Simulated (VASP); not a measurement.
# LiMo (Pm-3m) in VASP: a series of runs

The runs below take LiMo through single point, relaxation of cell and atoms, with r2SCAN.

Program: VASP 6.6.1. These are calculated values, not measurements. Logs are shortened: lines on timing, memory, paths and dates and some standing lists are left out, and cuts for length are marked.

## 1. The cell of the first run

It takes space group Pm-3m (No. 221, cubic). Conventional cell: a = 2.978 Å, b = 2.978 Å, c = 2.978 Å, α = 90.00°, β = 90.00°, γ = 90.00°. Mo (site symmetry m-3m) has 8 Li at 2.58 Å and 6 Mo at 2.98 Å within 3.4 Å. Within 3.4 Å of Li (site symmetry m-3m) lie 8 Mo at 2.58 Å and 6 Li at 2.98 Å.

## 2. Single point, r2SCAN

The input, POSCAR:

```
LiMo
1.0
    2.9781247777      0.0000000000      0.0000000000
    0.0000000000      2.9781247777      0.0000000000
    0.0000000000      0.0000000000      2.9781247777
Mo Li
1 1
Direct
    0.0000000000      0.0000000000      0.0000000000
    0.5000000000      0.5000000000      0.5000000000
```

The input, INCAR.step1:

```
PREC = Accurate
ENCUT = 520
ISMEAR = -1
SIGMA = 0.05
LREAL = F
LASPH = T
NELM = 60
NBANDS = 16
GGA = PE
ALGO = Normal
EDIFF = 1E-4
LWAVE = T
LCHARG = F
```

The input, INCAR.step2:

```
PREC = Accurate
ENCUT = 520
EDIFF = 1E-6
ISMEAR = -1
SIGMA = 0.05
LREAL = F
LASPH = T
NELM = 60
ALGO = Normal
ISIF = 2
LWAVE = F
LCHARG = F
METAGGA = R2SCAN
LMIXTAU = T
NBANDS = 16
ISTART = 1
```

The input, KPOINTS:

```
Automatic mesh
0
Gamma
  13 13 13
```

Potentials or basis: VASP PAW PBE potentials, release 64 (Mo_sv, Li_sv).

The run is started by

```bash
cat potpaw_PBE.64/Mo_sv/POTCAR potpaw_PBE.64/Li_sv/POTCAR > POTCAR
cp INCAR.step1 INCAR
mpirun -np 1 vasp_std > vasp.out
cp INCAR.step2 INCAR
mpirun -np 1 vasp_std > vasp.out
```

OUTCAR:

```text
PREC = Accurate
   ENCUT = 520
   EDIFF = 1E-6
   ISMEAR = -1
   LREAL = F
   LASPH = T
   NELM = 60
   ISIF = 2
   METAGGA = R2SCAN
   ISTART = 1

 ion  position               nearest neighbor table
   1  0.000  0.000  0.000-   2 2.58   2 2.58   2 2.58   2 2.58   2 2.58   2 2.58   2 2.58   2 2.58

   2  0.500  0.500  0.500-   1 2.58   1 2.58   1 2.58   1 2.58   1 2.58   1 2.58   1 2.58   1 2.58

  LATTYP: Found a simple cubic cell.
 ALAT       =     2.9781247777

  Lattice vectors:

 A1 = (   2.9781247777,   0.0000000000,   0.0000000000)
 A2 = (   0.0000000000,   2.9781247777,   0.0000000000)
 A3 = (   0.0000000000,   0.0000000000,   2.9781247777)

Analysis of symmetry for initial positions (statically):
=====================================================================
 Subroutine PRICEL returns:
 Original cell was already a primitive cell.

 Routine SETGRP: Setting up the symmetry group for a
 simple cubic supercell.

 Subroutine GETGRP returns: Found 48 space group operations
 (whereof 48 operations were pure point group operations)
 out of a pool of 48 trial point group operations.

The static configuration has the point symmetry O_h .

Analysis of symmetry for dynamics (positions and initial velocities):
=====================================================================
 Subroutine PRICEL returns:
 Original cell was already a primitive cell.

 Routine SETGRP: Setting up the symmetry group for a
 simple cubic supercell.

 Subroutine GETGRP returns: Found 48 space group operations
 (whereof 48 operations were pure point group operations)
 out of a pool of 48 trial point group operations.

The dynamic configuration has the point symmetry O_h .

 Subroutine INISYM returns: Found 48 space group operations
 (whereof 48 operations are pure point group operations),
 and found     1 'primitive' translations

----------------------------------------------------------------------------------------

                                     Primitive cell

  volume of cell :      26.4137

  direct lattice vectors                    reciprocal lattice vectors
     2.978124778  0.000000000  0.000000000     0.335781767  0.000000000  0.000000000
     0.000000000  2.978124778  0.000000000     0.000000000  0.335781767  0.000000000
     0.000000000  0.000000000  2.978124778     0.000000000  0.000000000  0.335781767

  length of vectors
     2.978124778  2.978124778  2.978124778     0.335781767  0.335781767  0.335781767

  position of ions in fractional coordinates (direct lattice)
     0.000000000  0.000000000  0.000000000
     0.500000000  0.500000000  0.500000000

  ion indices of the primitive-cell ions
   primitive index   ion index
                 1           1
                 2           2

----------------------------------------------------------------------------------------

 KPOINTS: Automatic mesh

Automatic generation of k-mesh.
 Grid dimensions read from file:
 generate k-points for:   13   13   13

 Generating k-lattice:

  Cartesian coordinates                     Fractional coordinates (reciprocal lattice)
     0.025829367  0.000000000  0.000000000     0.076923077  0.000000000  0.000000000
     0.000000000  0.025829367  0.000000000     0.000000000  0.076923077  0.000000000
     0.000000000  0.000000000  0.025829367     0.000000000  0.000000000  0.076923077

  Length of vectors
     0.025829367  0.025829367  0.025829367

  Shift w.r.t. Gamma in fractional coordinates (k-lattice)
     0.000000000  0.000000000  0.000000000

 Subroutine IBZKPT returns following result:
 ===========================================

 Found     84 irreducible k-points:

 Following reciprocal coordinates:
            Coordinates               Weight
  0.000000  0.000000  0.000000      1.000000
  0.076923  0.000000  0.000000      6.000000
  0.153846  0.000000  0.000000      6.000000
  0.230769  0.000000  0.000000      6.000000
  0.307692  0.000000  0.000000      6.000000
  0.384615  0.000000  0.000000      6.000000
[... 16 lines left out ...]
  0.307692  0.307692  0.000000     12.000000
  0.384615  0.307692  0.000000     24.000000
 [... further k-points ...]
   k-points           NKPTS =     84   k-points in BZ     NKDIM =     84   number of bands    NBANDS=     16
   number of dos      NEDOS =    301   number of ions     NIONS =      2
   total plane-waves  NPLWV =  13824
   dimension x,y,z NGX =    24 NGY =   24 NGZ =   24
   dimension x,y,z NGXF=    48 NGYF=   48 NGZF=   48
   ions per type =               1   1
   NGX,Y,Z   is equivalent  to a cutoff of  13.40, 13.40, 13.40 a.u.
   NGXF,Y,Z  is equivalent  to a cutoff of  26.79, 26.79, 26.79 a.u.
 SYSTEM =  unknown system
   PREC   = accura    normal or accurate (medium, high low for compatibility)
   ISTART =      1    job   : 0-new  1-cont  2-samecut
   ICHARG =      0    charge: 1-file 2-atom 10-const
   ISPIN  =      1    spin polarized calculation?
   LNONCOLLINEAR =      F non collinear calculations
   LSORBIT =      F    spin-orbit coupling
   LASPH  =      T    aspherical Exc in radial PAW
   ENCUT  =  520.0 eV  38.22 Ry    6.18 a.u.   5.54  5.54  5.54*2*pi/ulx,y,z
   NELM   =     60;   NELMIN=  2; NELMDL=  0     # of ELM steps
   EDIFF  = 0.1E-05   stopping-criterion for ELM
   LREAL  =      F    real-space projection
   EDIFFG = 0.1E-04   stopping-criterion for IOM
   NSW    =      0    number of steps for IOM
   IBRION =     -1    ionic relax: 0-MD 1-quasi-New 2-CG
   NFREE  =      0    steps in history (QN), initial steepest desc. (CG)
   ISIF   =      2    stress and relaxation
   ISYM   =      2    0-nonsym 1-usesym 2-fastsym
   POTIM  = 0.5000    time-step for ionic-motion
   TEBEG  =    0.0;   TEEND  =   0.0 temperature during run
   PSTRESS=    0.0 pullay stress
   NELECT =      17.0000    total number of electrons
   NUPDOWN=      -1.0000    fix difference up-down
   EMIN   =  10.00;   EMAX   =-10.00  energy-range for DOS
   EFERMI =   0.00;   METHOD = LEGACY
   ISMEAR =    -1;   SIGMA  =   0.05  broadening in eV -4-tet -1-fermi 0-gaus
   EFERMI_NEDOS =   21; number of points for ismear=-14 and -15
   IALGO  =     38    algorithm
   IMIX   =      4    mixing-type and parameters
     AMIX     =   0.40;   BMIX     =  1.00
     AMIX_MAG =   1.60;   BMIX_MAG =  1.00
  volume/ion in A,a.u.               =      13.21        89.12
  Fermi-wavevector in a.u.,A,eV,Ry     =   1.413454  2.671040 27.182417  1.997851
  Thomas-Fermi vector in A             =   2.535098
   LORBIT       =      0    0 simple, 1 ext, 2 COOP (PROOUT), +10 PAW based schemes
   METAGGA = R2SCAN    functional components
   LHFCALC =     F    Hartree Fock is set to
   AEXX    =    0.0000 exact exchange contribution
   IVDW    =     0    specifies the selected vdW correction
   LEPSILON=     F    determine dielectric tensor
   LRPA    =     F    only Hartree local field effects (RPA)
 non-spin polarized calculation
  energy-cutoff  :      520.00
  volume of cell :       26.41
 maximum number of plane-waves:       739
 NGX is ok and might be reduce to    24
   NGX = 11   NGY = 11   NGZ = 11

 number of electron      17.0000008 magnetization

 Free energy of the ion-electron system (eV)
  ---------------------------------------------------
  ext. energy  EPLUGINS =         0.00000000
  ---------------------------------------------------
  free energy    TOTEN  =       -26.54143845 eV

  energy without entropy =      -26.52608967  energy(sigma->0) =      -26.53376406

 E-fermi :   8.0151     XC(G=0): -12.5541

 val. band max:        7.9960407944   @ k =   0.3846   0.3846   0.0769
 cond. band min:       8.0778280150   @ k =   0.3846   0.0769   0.0769
 fundamental gap:      0.0817872206
 Fermi energy:         8.0150944133

 k-point     1 :       0.0000    0.0000    0.0000
  band No.  band energies     occupation
      1     -54.5795      2.00000
      2     -38.1203      2.00000
      3     -27.6885      2.00000
      4     -27.6885      2.00000
      5     -27.6885      2.00000
      6       2.2544      2.00000
[... 8 lines left out ...]
     15      24.7064      0.00000
     16      24.7064      0.00000

 k-point     2 :       0.0769    0.0000    0.0000
  band No.  band energies     occupation
      1     -54.5768      2.00000
      2     -38.1201      2.00000
      3     -27.7161      2.00000
      4     -27.6860      2.00000
      5     -27.6860      2.00000
      6       2.3607      2.00000
[... 8 lines left out ...]
     15      24.1377      0.00000
     16      25.1189      0.00000

 k-point     3 :       0.1538    0.0000    0.0000
  band No.  band energies     occupation
      1     -54.5692      2.00000
      2     -38.1196      2.00000
      3     -27.7920      2.00000
      4     -27.6792      2.00000
      5     -27.6792      2.00000
      6       2.6414      2.00000
[... 8 lines left out ...]
     15      22.9470      0.00000
     16      26.0083      0.00000

 k-point     4 :       0.2308    0.0000    0.0000
  band No.  band energies     occupation
      1     -54.5586      2.00000
      2     -38.1190      2.00000
      3     -27.8978      2.00000
      4     -27.6695      2.00000
      5     -27.6695      2.00000
      6       2.9983      2.00000
[... 8 lines left out ...]
     15      21.6931      0.00000
     16      26.6695      0.00000
[... 324 lines left out ...]
 k-point    22 :       0.4615    0.2308    0.0000
  band No.  band energies     occupation
      1     -54.5125      2.00000
      2     -38.1102      2.00000
      3     -28.1311      2.00000
      4     -27.8555      2.00000
      5     -27.6279      2.00000
      6       4.7796      2.00000
[... 8 lines left out ...]
     15      22.8636      0.00000
     16      25.0330      0.00000

 k-point    23 :       0.3077    0.3077    0.0000
  band No.  band energies     occupation
      1     -54.5160      2.00000
      2     -38.1100      2.00000
      3     -27.9799      2.00000
      4     -27.9794      2.00000
      5     -27.6311      2.00000
      6       4.7432      2.00000
[... 8 lines left out ...]
     15      22.1125      0.00000
     16      27.0639      0.00000

 k-point    24 :       0.3846    0.3077    0.0000
  band No.  band energies     occupation
      1     -54.5068      2.00000
      2     -38.1076      2.00000
      3     -28.0704      2.00000
      4     -27.9713      2.00000
      5     -27.6228      2.00000
      6       5.0801      2.00000
[... 8 lines left out ...]
     15      22.2473      0.00000
     16      25.6833      0.00000

 [... further k-points ...]

------------------------ aborting loop because EDIFF is reached ----------------------------------------

  FORCE on cell =-STRESS in cart. coord.  units (eV):
  Direction    XX          YY          ZZ          XY          YZ          ZX
  --------------------------------------------------------------------------------------
  -------------------------------------------------------------------------------------
  Total        0.1834497      0.1834497      0.1834497     -0.0000000     -0.0000000      0.0000000
  in kB       11.1275325     11.1275325     11.1275325     -0.0000000     -0.0000000      0.0000000
  external PRESSURE =      11.1275325 kB  Pullay stress =       0.0000000 kB

 VOLUME and BASIS-vectors are now :
 -----------------------------------------------------------------------------
  energy-cutoff  :      520.00
  volume of cell :       26.41
      direct lattice vectors                 reciprocal lattice vectors
     2.978124778  0.000000000  0.000000000     0.335781767  0.000000000  0.000000000
     0.000000000  2.978124778  0.000000000     0.000000000  0.335781767  0.000000000
     0.000000000  0.000000000  2.978124778     0.000000000  0.000000000  0.335781767

 POSITION                                       TOTAL-FORCE (eV/Angst)
 -----------------------------------------------------------------------------------
      0.00000      0.00000      0.00000         0.000000      0.000000      0.000000
      1.48906      1.48906      1.48906         0.000000      0.000000      0.000000
 -----------------------------------------------------------------------------------
    total drift:                                0.000000      0.000000     -0.000000

  FREE ENERGIE OF THE ION-ELECTRON SYSTEM (eV)
  ---------------------------------------------------
  free  energy   TOTEN  =       -26.5414384458 eV

  energy  without entropy=      -26.5260896700  energy(sigma->0) =      -26.53376406
```

It took 41 s on 1 thread of Intel Xeon 6975P-C (Granite Rapids), shared host; peak memory 0.16 GiB.

What came out:

| Property | Result |
| --- | --- |
| Free energy | -26.5414 eV |
| Band gap on the k mesh | zero (an odd number of electrons rules out a gap without spin polarisation) |

Caveat: the cutoff is under 1.25 times the usual one of these potentials, so pressure, stress and relaxed cells hold a basis-set (Pulay) error; the PAW data sets were made with another functional, which shifts forces and pressure a little.

## 3. Relaxation of cell and atoms, r2SCAN

This run uses another cell than the first one, of 18.46 Å³/atom.

The input, POSCAR:

```
LiMo
1.0
    3.3300000000      0.0000000000      0.0000000000
    0.0000000000      3.3300000000      0.0000000000
    0.0000000000      0.0000000000      3.3300000000
Mo Li
1 1
Direct
    0.0000000000      0.0000000000      0.0000000000
    0.5000000000      0.5000000000      0.5000000000
```

The input, INCAR.step1:

```
SYSTEM = LiMo
ALGO = Normal
EDIFF = 1E-4
ENCUT = 600
GGA = PE
ISMEAR = -1
LASPH = .TRUE.
LCHARG = .FALSE.
LREAL = .FALSE.
LWAVE = .TRUE.
NELM = 80
PREC = Accurate
SIGMA = 0.05
```

The input, INCAR.step2:

```
SYSTEM = LiMo
ALGO = Normal
EDIFF = 1E-6
EDIFFG = -0.01
ENCUT = 600
IBRION = 2
ISIF = 3
ISMEAR = -1
ISTART = 1
LASPH = .TRUE.
LCHARG = .FALSE.
LMIXTAU = .TRUE.
LREAL = .FALSE.
LWAVE = .FALSE.
METAGGA = R2SCAN
NELM = 80
NSW = 50
PREC = Accurate
SIGMA = 0.05
```

The input, KPOINTS:

```
k-points
0
G
  13 13 13
  0 0 0
```

Potentials or basis: VASP PAW PBE potentials, release 64 (Mo_sv, Li_sv).

The run is started by

```bash
cat potpaw_PBE.64/Mo_sv/POTCAR potpaw_PBE.64/Li_sv/POTCAR > POTCAR
cp INCAR.step1 INCAR
mpirun -np 1 vasp_std > vasp.out
cp INCAR.step2 INCAR
mpirun -np 1 vasp_std > vasp.out
```

OUTCAR:

```text
SYSTEM = LiMo
   EDIFF = 1E-6
   EDIFFG = -0.01
   ENCUT = 600
   IBRION = 2
   ISIF = 3
   ISMEAR = -1
   ISTART = 1
   LASPH = .TRUE.
   LREAL = .FALSE.
   METAGGA = R2SCAN
   NELM = 80
   NSW = 50
   PREC = Accurate

 ion  position               nearest neighbor table
   1  0.000  0.000  0.000-   2 2.88   2 2.88   2 2.88   2 2.88   2 2.88   2 2.88   2 2.88   2 2.88

   2  0.500  0.500  0.500-   1 2.88   1 2.88   1 2.88   1 2.88   1 2.88   1 2.88   1 2.88   1 2.88

  LATTYP: Found a simple cubic cell.
 ALAT       =     3.3300000000

  Lattice vectors:

 A1 = (   3.3300000000,   0.0000000000,   0.0000000000)
 A2 = (   0.0000000000,   3.3300000000,   0.0000000000)
 A3 = (   0.0000000000,   0.0000000000,   3.3300000000)

[... 265 lines left out ...]
  band No.  band energies     occupation
      1     -54.6658      2.00000
      2     -38.2269      2.00000
      3     -27.7795      2.00000
      4     -27.7795      2.00000
      5     -27.7795      2.00000
      6       2.1914      2.00000
      7       5.0714      2.00000
      8       5.0714      2.00000
      9      10.2639      0.00000
     10      10.2639      0.00000
     11      10.2639      0.00000
     12      17.0706      0.00000
[... 331 lines left out ...]
 k-point    24 :       0.3846    0.3077    0.0000
  band No.  band energies     occupation
      1     -54.5954      2.00000
      2     -38.2146      2.00000
      3     -28.1523      2.00000
      4     -28.0555      2.00000
      5     -27.7155      2.00000
      6       5.0143      2.00000
      7       5.6355      2.00000
      8       7.4777      1.99979
      9       8.4669      0.00005
     10       8.6166      0.00000
     11       9.1093      0.00000
     12      13.0317      0.00000

 [... further k-points ...]

------------------------ aborting loop because EDIFF is reached ----------------------------------------

  FORCE on cell =-STRESS in cart. coord.  units (eV):
  Direction    XX          YY          ZZ          XY          YZ          ZX
  --------------------------------------------------------------------------------------
  -------------------------------------------------------------------------------------
  Total        0.0166152      0.0166152      0.0166152     -0.0000000     -0.0000000      0.0000000
  in kB        1.0004666      1.0004666      1.0004666     -0.0000000     -0.0000000      0.0000000
  external PRESSURE =       1.0004666 kB  Pullay stress =       0.0000000 kB
[... 17 lines left out ...]
  FREE ENERGIE OF THE ION-ELECTRON SYSTEM (eV)
  ---------------------------------------------------
  free  energy   TOTEN  =       -26.5556507474 eV

  energy  without entropy=      -26.5403316059  energy(sigma->0) =      -26.54799118

 reached required accuracy - stopping structural energy minimisation
```

OUTCAR.step1:

```text
SYSTEM = LiMo
   EDIFF = 1E-4
   ENCUT = 600
   GGA = PE
   ISMEAR = -1
   LASPH = .TRUE.
   LREAL = .FALSE.
[... 581 lines left out ...]
      0.00000      0.00000      0.00000         0.000000      0.000000      0.000000
      1.66500      1.66500      1.66500         0.000000      0.000000      0.000000
 -----------------------------------------------------------------------------------
    total drift:                               -0.000000      0.000000      0.000000

  FREE ENERGIE OF THE ION-ELECTRON SYSTEM (eV)
  ---------------------------------------------------
  free  energy   TOTEN  =       -10.3146826982 eV

  energy  without entropy=      -10.2898770422  energy(sigma->0) =      -10.30227987
```

It took 3.1 min on 1 thread of Intel Xeon 6975P-C (Granite Rapids), shared host; peak memory 0.21 GiB.

Results:

```yaml
Free_energy: -26.5557 eV
Relaxed_volume: 13.30 Å³/atom
Relaxed_cell: a = 2.985 Å, b = 2.985 Å, c = 2.985 Å, α = 90.00°, β = 90.00°, γ = 90.00°
Space_group_after_relaxing_to_0.1_Å: Pm-3m (No. 221)
Energy_gained_by_relaxing: 427.6 meV/atom
Ionic_steps: 3
Pressure_after_relaxing: 0.1 GPa
Band_gap_on_the_k_mesh: zero (an odd number of electrons rules out a gap without spin polarisation)
```

The path:
```csv
step,energy change (eV),largest force (eV/Å),pressure (GPa),volume (Å³)
1,0.0000,0.0000,-19.71,36.93
2,-0.8507,0.0000,2.74,26.07
3,-0.8553,0.0000,0.10,26.61
```

Final structure:
```xyz
2
Lattice="2.9854 0.0000 0.0000 0.0000 2.9854 0.0000 0.0000 0.0000 2.9854" Properties=species:S:1:pos:R:3 pbc="T T T"
Mo    0.0000    0.0000    0.0000
Li    1.4927    1.4927    1.4927
```

Caveat: the cutoff is under 1.25 times the usual one of these potentials, so pressure, stress and relaxed cells hold a basis-set (Pulay) error; the volume moved by over 15 % at a fixed basis, so the end points are rough; the PAW data sets were made with another functional, which shifts forces and pressure a little.

The gap in the log of VASP goes by the Fermi energy; the results here count the filled bands.